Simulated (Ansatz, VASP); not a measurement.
NbInS4 in VASP and in Ansatz

```
Nb In S
1.0
     3.12761    0.00000    0.00000
     0.00000    3.12761    0.00000
     0.00000    0.00000   13.60135
Nb In S
1 1 4
Direct
  0.50000 0.50000 0.50000
  0.00000 0.00000 0.00000
  0.00000 0.00000 0.60665
  0.50000 0.50000 0.12333
  0.50000 0.50000 0.87667
  0.00000 0.00000 0.39335
```

Change from the starting cell: species swapped into the CeDyC4 type (P4/mmm, No. 123).

Alike in both runs: functional PBE; k mesh 12 × 12 × 4; occupations gaussian, width 0.1 eV; no spin polarisation.

Ansatz relaxed the structure, and its values are those at the end. VASP's run is a single point on that final structure, the one shown.

|  | VASP | Ansatz |
| --- | --- | --- |
| version | VASP 6.6.1 | Ansatz 0.2.0 |
| potentials or method | VASP PAW PBE potentials, release 64 (Nb_sv, In_d, S), cutoff 520 eV | scalar-relativistic, plane waves, PAW |
| valence electrons in the cell | 50 | 50 |

|  | VASP | Ansatz | Ansatz less VASP |
| --- | --- | --- | --- |
| gap on the k mesh at the Fermi level (eV) | none | none | - |
| pressure (GPa) | -0.2 | 0.0 | +0.16 |
| rms of the force components (eV/Å) | 0.007 | 0.000 | -0.0064 |

A gap of «none» marks a metal or a gap that the smearing closes.
